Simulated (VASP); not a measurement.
# TiO2 (Pnma) in VASP: electric field gradients with PBE

Aim: the electric field gradients of TiO2 with PBE.

Everything below comes from runs of VASP 6.6.1. Logs are shortened: lines on timing, memory, paths and dates and some standing lists are left out, and cuts for length are marked.

### 1 The cell of the first run

It takes space group Pnma (No. 62, orthorhombic). The conventional cell has a = 9.459 Å, b = 2.958 Å, c = 4.902 Å, α = 90.00°, β = 90.00°, γ = 90.00°. Ti (site symmetry m) has 6 O at 1.91 to 2.05 Å within 2.5 Å. O (site symmetry m) has 3 Ti at 1.94 to 2.05 Å and 3 O at 2.58 Å within 2.6 Å. O (site symmetry m) has 3 Ti at 1.91 to 2.00 Å and 1 O at 2.58 Å within 2.6 Å.

### 2 Electric field gradients, PBE

Input file INCAR:

```
SYSTEM = TiO2
ALGO = Normal
EDIFF = 1E-8
ENCUT = 520
GGA = PE
GGA_COMPAT = .False.
ISIF = 2
ISMEAR = -1
LASPH = .True.
LCHARG = .False.
LEFG = .True.
LREAL = .False.
LWAVE = .False.
NBANDS = 60
NELM = 120
PREC = Accurate
SIGMA = 0.05
```

Input file KPOINTS:

```
k-points
0
Gamma
  3 9 6
  0 0 0
```

Input file POSCAR:

```
TiO2
1.0
    9.4590000000      0.0000000000      0.0000000000
    0.0000000000      2.9585000000      0.0000000000
    0.0000000000      0.0000000000      4.9022000000
Ti O
4 8
Direct
    0.6369000000      0.2500000000      0.5646300000
    0.3631000000      0.7500000000      0.4353700000
    0.8631000000      0.7500000000      0.0646300000
    0.1369000000      0.2500000000      0.9353700000
    0.4724000000      0.2500000000      0.2916000000
    0.5276000000      0.7500000000      0.7084000000
    0.0276000000      0.7500000000      0.7916000000
    0.9724000000      0.2500000000      0.2084000000
    0.7663000000      0.2500000000      0.8635000000
    0.2337000000      0.7500000000      0.1365000000
    0.7337000000      0.7500000000      0.3635000000
    0.2663000000      0.2500000000      0.6365000000
```

Potentials or basis: VASP PAW PBE potentials, release 64 (Ti_sv, O).

Command:

```console
> cat potpaw_PBE.64/Ti_sv/POTCAR potpaw_PBE.64/O/POTCAR > POTCAR
> mpirun -np 1 vasp_std > vasp.out
```

OUTCAR:

```text
SYSTEM = TiO2
   EDIFF = 1E-8
   ENCUT = 520
   GGA = PE
   ISIF = 2
   ISMEAR = -1
   LASPH = .True.
   LREAL = .False.
   NELM = 120
   PREC = Accurate

 ion  position               nearest neighbor table
   1  0.637  0.250  0.565-   9 1.91   6 1.94   6 1.94  11 2.00  11 2.00   5 2.05
   2  0.363  0.750  0.435-  10 1.91   5 1.94   5 1.94  12 2.00  12 2.00   6 2.05
   3  0.863  0.750  0.065-  11 1.91   8 1.94   8 1.94   9 2.00   9 2.00   7 2.05
   4  0.137  0.250  0.935-  12 1.91   7 1.94   7 1.94  10 2.00  10 2.00   8 2.05
   5  0.472  0.250  0.292-   2 1.94   2 1.94   1 2.05
   6  0.528  0.750  0.708-   1 1.94   1 1.94   2 2.05
   7  0.028  0.750  0.792-   4 1.94   4 1.94   3 2.05
   8  0.972  0.250  0.208-   3 1.94   3 1.94   4 2.05
   9  0.766  0.250  0.864-   1 1.91   3 2.00   3 2.00
  10  0.234  0.750  0.136-   2 1.91   4 2.00   4 2.00
  11  0.734  0.750  0.364-   3 1.91   1 2.00   1 2.00
  12  0.266  0.250  0.636-   4 1.91   2 2.00   2 2.00

  LATTYP: Found a simple orthorhombic cell.
 ALAT       =     2.9585000000
 B/A-ratio  =     1.6569883387
 C/A-ratio  =     3.1972283252

  Lattice vectors:

 A1 = (   0.0000000000,   2.9585000000,   0.0000000000)
 A2 = (   0.0000000000,   0.0000000000,   4.9022000000)
 A3 = (   9.4590000000,   0.0000000000,   0.0000000000)

Analysis of symmetry for initial positions (statically):
=====================================================================
 Subroutine PRICEL returns:
 Original cell was already a primitive cell.

 Routine SETGRP: Setting up the symmetry group for a
 simple orthorhombic supercell.

 Subroutine GETGRP returns: Found  8 space group operations
 (whereof  2 operations were pure point group operations)
 out of a pool of  8 trial point group operations.

The static configuration has the point symmetry S_2 .
 The point group associated with its full space group is D_2h.

Analysis of symmetry for dynamics (positions and initial velocities):
=====================================================================
 Subroutine PRICEL returns:
 Original cell was already a primitive cell.

 Routine SETGRP: Setting up the symmetry group for a
 simple orthorhombic supercell.

 Subroutine GETGRP returns: Found  8 space group operations
 (whereof  2 operations were pure point group operations)
[... 1704 lines left out ...]
  energy-cutoff  :      520.00
  volume of cell :      137.19
      direct lattice vectors                 reciprocal lattice vectors
     9.459000000  0.000000000  0.000000000     0.105719421  0.000000000  0.000000000
     0.000000000  2.958500000  0.000000000     0.000000000  0.338009126  0.000000000
     0.000000000  0.000000000  4.902200000     0.000000000  0.000000000  0.203990045

 POSITION                                       TOTAL-FORCE (eV/Angst)
 -----------------------------------------------------------------------------------
      6.02444      0.73962      2.76793        -0.192856     -0.000000      0.173801
      3.43456      2.21887      2.13427         0.192856      0.000000     -0.173801
      8.16406      2.21887      0.31683         0.192856     -0.000000      0.173801
      1.29494      0.73962      4.58537        -0.192856      0.000000     -0.173801
      4.46843      0.73962      1.42948        -0.144505     -0.000000      0.224084
      4.99057      2.21887      3.47272         0.144505     -0.000000     -0.224084
      0.26107      2.21887      3.88058         0.144505     -0.000000      0.224084
      9.19793      0.73962      1.02162        -0.144505      0.000000     -0.224084
      7.24843      0.73962      4.23305         0.044167     -0.000000     -0.004387
      2.21057      2.21887      0.66915        -0.044167     -0.000000      0.004387
      6.94007      2.21887      1.78195        -0.044167     -0.000000     -0.004387
      2.51893      0.73962      3.12025         0.044167      0.000000      0.004387
 -----------------------------------------------------------------------------------
    total drift:                               -0.000000     -0.000000      0.000000

  FREE ENERGIE OF THE ION-ELECTRON SYSTEM (eV)
  ---------------------------------------------------
  free  energy   TOTEN  =      -107.0073738496 eV

  energy  without entropy=     -107.0073738496  energy(sigma->0) =     -107.00737385

 Electric field gradients (V/A^2)
---------------------------------------------------------------------
 ion       V_xx      V_yy      V_zz      V_xy      V_xz      V_yz
---------------------------------------------------------------------
   1       5.810   -17.432    11.622    -0.000    -4.984     0.000
   2       5.810   -17.432    11.622    -0.000    -4.984     0.000
   3       5.810   -17.432    11.622     0.000     4.984     0.000
   4       5.810   -17.432    11.622    -0.000     4.984     0.000
   5       5.627    -5.391    -0.236     0.000    -3.981    -0.000
   6       5.627    -5.391    -0.236     0.000    -3.981     0.000
   7       5.627    -5.391    -0.236     0.000     3.981    -0.000
   8       5.627    -5.391    -0.236     0.000     3.981     0.000
   9      -1.032     7.118    -6.087     0.000    14.349     0.000
  10      -1.032     7.118    -6.087    -0.000    14.349     0.000
  11      -1.032     7.118    -6.087     0.000   -14.349     0.000
  12      -1.032     7.118    -6.087     0.000   -14.349    -0.000
---------------------------------------------------------------------

 Electric field gradients after diagonalization (V/A^2)
 (convention: |V_zz| > |V_xx| > |V_yy|)
----------------------------------------------------------------------
 ion       V_xx      V_yy      V_zz     asymmetry (V_yy - V_xx)/ V_zz
----------------------------------------------------------------------
   1      14.486     2.946   -17.432       0.662
   2      14.486     2.946   -17.432       0.662
   3      14.486     2.946   -17.432       0.662
   4      14.486     2.946   -17.432       0.662
   5      -5.391    -2.249     7.640       0.411
   6      -5.391    -2.249     7.640       0.411
   7      -5.391    -2.249     7.640       0.411
   8      -5.391    -2.249     7.640       0.411
   9      11.011     7.118   -18.129       0.215
  10      11.011     7.118   -18.129       0.215
  11      11.011     7.118   -18.129       0.215
  12      11.011     7.118   -18.129       0.215
----------------------------------------------------------------------

           NMR quadrupolar parameters

 Cq : quadrupolar parameter    Cq=e*Q*V_zz/h
 eta: asymmetry parameters     (V_yy - V_xx)/ V_zz
 Q  : nuclear electric quadrupole moment in mb (millibarn)
----------------------------------------------------------------------
 ion       Cq(MHz)       eta       Q (mb)
----------------------------------------------------------------------
   1      -0.042       0.662       1.000
   2      -0.042       0.662       1.000
   3      -0.042       0.662       1.000
   4      -0.042       0.662       1.000
   5       0.018       0.411       1.000
   6       0.018       0.411       1.000
   7       0.018       0.411       1.000
   8       0.018       0.411       1.000
   9      -0.044       0.215       1.000
  10      -0.044       0.215       1.000
  11      -0.044       0.215       1.000
  12      -0.044       0.215       1.000
----------------------------------------------------------------------
```

OSZICAR:

```text
N       E                     dE             d eps       ncg     rms          rms(c)
DAV:   1     0.151687839034E+04    0.15169E+04   -0.47903E+04  4800   0.189E+03
DAV:   2     0.177498436050E+03   -0.13394E+04   -0.12703E+04  4912   0.587E+02
DAV:   3    -0.117236796384E+03   -0.29474E+03   -0.28512E+03  6140   0.240E+02
[... 12 lines left out ...]
DAV:  16    -0.107007374272E+03   -0.31496E-05   -0.72340E-06  6808   0.152E-02    0.747E-03
DAV:  17    -0.107007373703E+03    0.56938E-06   -0.27299E-06  6460   0.129E-02    0.185E-03
DAV:  18    -0.107007373755E+03   -0.51534E-07   -0.26873E-07  5600   0.244E-03    0.757E-04
DAV:  19    -0.107007373858E+03   -0.10364E-06   -0.59144E-08  5124   0.177E-03    0.564E-04
DAV:  20    -0.107007373850E+03    0.85893E-08   -0.27465E-08  3544   0.117E-03
   1 F= -.10700737E+03 E0= -.10700737E+03  d E =-.333754E-10
```

stdout:

```text
POSCAR found type information on POSCAR TiO
 POSCAR found :  2 types and      12 ions
 scaLAPACK will be used
 LDA part: xc-table for (Slater+PW92), standard interpolation
 POSCAR, INCAR and KPOINTS ok, starting setup
 FFT: planning ... GRIDC
 FFT: planning ... GRID_SOFT
 FFT: planning ... GRID
 WAVECAR not read
 entering main loop
ion   1

ion   2

ion   3

ion   4

ion   5

ion   6

ion   7

ion   8

ion   9

ion  10

ion  11

ion  12
```

Wall time 4.5 min (1 thread of Oxide Virtual Turin-like, shared host); peak memory 0.34 GiB.

Results:

```yaml
Free_energy: -107.0074 eV
Pressure: 2.2 GPa
Largest_force: 0.267 eV/Å
Band_gap_on_the_k_mesh: 2.46 eV (least direct gap 2.50 eV)
Largest_electric_field_gradient_by_atom: Ti -17.4; O +7.6, -18.1 (each value once) V/Å²
```

Forces in eV/Å, atoms in the order of the input:
```
Ti  -0.193  0.000  0.174
Ti   0.193  0.000 -0.174
Ti   0.193  0.000  0.174
Ti  -0.193  0.000 -0.174
O   -0.145  0.000  0.224
O    0.145  0.000 -0.224
O    0.145  0.000  0.224
O   -0.145  0.000 -0.224
O    0.044  0.000 -0.004
O   -0.044  0.000  0.004
O   -0.044  0.000 -0.004
O    0.044  0.000  0.004
```

Levels at points of the mesh, in eV from the valence-band top:
```tsv
k point	band 46	band 47	band 48	band 49	band 50	band 51
(0.00, 0.00, 0.00)	-0.27	-0.17	0.00	2.50	2.68	2.71
(0.00, 0.00, 0.50)	-0.76	-0.66	-0.66	2.68	2.68	2.85
```

Electric field gradients, principal values (V/Å²):
```csv
atom,least,middle,greatest (by size)
1 Ti,2.946,14.486,-17.432
2 Ti,2.946,14.486,-17.432
3 Ti,2.946,14.486,-17.432
4 Ti,2.946,14.486,-17.432
5 O,-2.249,-5.391,7.640
6 O,-2.249,-5.391,7.640
7 O,-2.249,-5.391,7.640
8 O,-2.249,-5.391,7.640
9 O,7.118,11.011,-18.129
10 O,7.118,11.011,-18.129
11 O,7.118,11.011,-18.129
12 O,7.118,11.011,-18.129
```

Caveat: without QUAD_EFG the Cq values of the log hold for a quadrupole moment of 1 mb, not for the nuclei.
